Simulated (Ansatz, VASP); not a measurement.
# One calculation of MoW2C4, two programs

The input INCAR:

```
SYSTEM = MoW2C4
ALGO = Normal ; EDIFF = 1E-6
EDIFFG = -0.08 ; ENCUT = 600
GGA = PE ; IBRION = 2
ISIF = 3 ; ISMEAR = 0
LASPH = .TRUE. ; LCHARG = .FALSE.
LREAL = .FALSE. ; LWAVE = .FALSE.
NELM = 80 ; NSW = 36
PREC = Accurate ; SIGMA = 0.2
```

The input KPOINTS:

```
k-points
0
G
  4 4 4
  0 0 0
```

Contents of POSCAR:

```
MoW2C4
1.0
    4.4619005600      0.0000000000      0.0000000000
    0.0000000000      4.4619005600      0.0000000000
    0.0000000000      0.0000000000      4.4619005600
Mo W C
1 2 4
Direct
    0.5000000000      0.5000000000      0.0000000000
    0.0000000000      0.5000000000      0.5000000000
    0.5000000000      0.0000000000      0.5000000000
    0.0000000000      0.5000000000      0.0000000000
    0.5000000000      0.0000000000      0.0000000000
    0.0000000000      0.0000000000      0.5000000000
    0.5000000000      0.5000000000      0.5000000000
```

Input for Ansatz:

```yaml
crystal:
  lattice:
    - [4.46190056, 0.0, 0.0]
    - [0.0, 4.46190056, 0.0]
    - [0.0, 0.0, 4.46190056]
  atoms:
    - { symbol: Mo, position: [0.5, 0.5, 0.0] }
    - { symbol: W, position: [0.0, 0.5, 0.5] }
    - { symbol: W, position: [0.5, 0.0, 0.5] }
    - { symbol: C, position: [0.0, 0.5, 0.0] }
    - { symbol: C, position: [0.5, 0.0, 0.0] }
    - { symbol: C, position: [0.0, 0.0, 0.5] }
    - { symbol: C, position: [0.5, 0.5, 0.5] }
basis:
  ecutwfc: 420
kpoints:
  mp_grid: { grid: [4, 4, 4] }
hamiltonian:
  xc: pbe
scf:
  occupations: { method: gaussian, width: 0.2 }
  lower_state_search: "off"
output:
  forces: true
  stress: true
  eigenvalues: true
relax:
  adjacent_minimum: "off"
  f_tol: 0.08
  max_steps: 16
  cell: { stress_tol: 0.8 }
```

Alike in both runs: task relaxation of cell and atoms; functional PBE; k mesh 4 × 4 × 4; occupations gaussian, width 0.2 eV; no spin polarisation.

|  | VASP | Ansatz |
| --- | --- | --- |
| version | VASP 6.6.1 | Ansatz 0.2.0 |
| potentials or method | VASP PAW PBE potentials, release 64 (Mo_sv, W_sv, C), cutoff 600 eV | scalar-relativistic, plane waves, PAW |
| valence electrons in the cell | 58 | 58 |

|  | VASP | Ansatz | Ansatz less VASP |
| --- | --- | --- | --- |
| gap on the k mesh at the Fermi level, each at its own relaxed structure (eV) | none | none | - |
| relaxed volume (Å³/atom) | 11.29 | 11.28 | -0.007 |
| relaxed length of the cell vector where the two differ most in proportion (Å) | 4.284 | 4.279 | -0.0046 |

A gap of «none» marks a metal or a gap that the smearing closes.

Spin-orbit coupling is off throughout.
